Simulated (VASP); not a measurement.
Write the native input for VASP 6.6.1 that does the following.

```yaml
Task: single point
Functional: LDA
Potentials_or_basis: VASP PAW LDA potentials, release 64 (Cu)
Cutoff: 520 eV
k_mesh: 15 × 15 × 15
Occupations: fermi-dirac, width 0.08 eV
Spin: no spin polarisation
Dipole_correction: no
Further_INCAR_settings: ALGO = Normal; EDIFF = 1e-06; NBANDS = 18
```

The structure of Cu lies in POSCAR:

```
Cu
1.0
    0.0000000000      2.1712886792      2.1712886792
    2.1712886792      0.0000000000      2.1712886792
    2.1712886792      2.1712886792      0.0000000000
Cu
2
Direct
   -0.1250000000     -0.1250000000     -0.1250000000
    0.1250000000      0.1250000000      0.1250000000
```

This cell differs from its parent crystal: volume scaled by 0.6.

The input as run:

INCAR

```
  ALGO = Normal
  EDIFF = 1E-6
  ENCUT = 520
  ISIF = 2
  ISMEAR = -1
  LASPH = True
  LCHARG = False
  LREAL = False
  LWAVE = False
  NBANDS = 18
  NELM = 100
  PREC = Accurate
  SIGMA = 0.08
```

KPOINTS

```
k-points
0
Gamma
  15 15 15
```

Potentials or basis: VASP PAW LDA potentials, release 64 (Cu).

The run is started by

```bash
$ cat potpaw_LDA.64/Cu/POTCAR > POTCAR
$ mpirun -np 1 vasp_std > vasp.out
```

Results of the run:

```json
{"Pressure": "139.6 GPa", "Band gap on the k mesh": "zero (band 11 reaches 10.63 eV, above the bottom of band 12 at 9.73 eV)"}
```

It took 28 s on 1 thread of AMD EPYC 9R14 (Zen 4), on a shared host, peak memory 0.12 GiB.
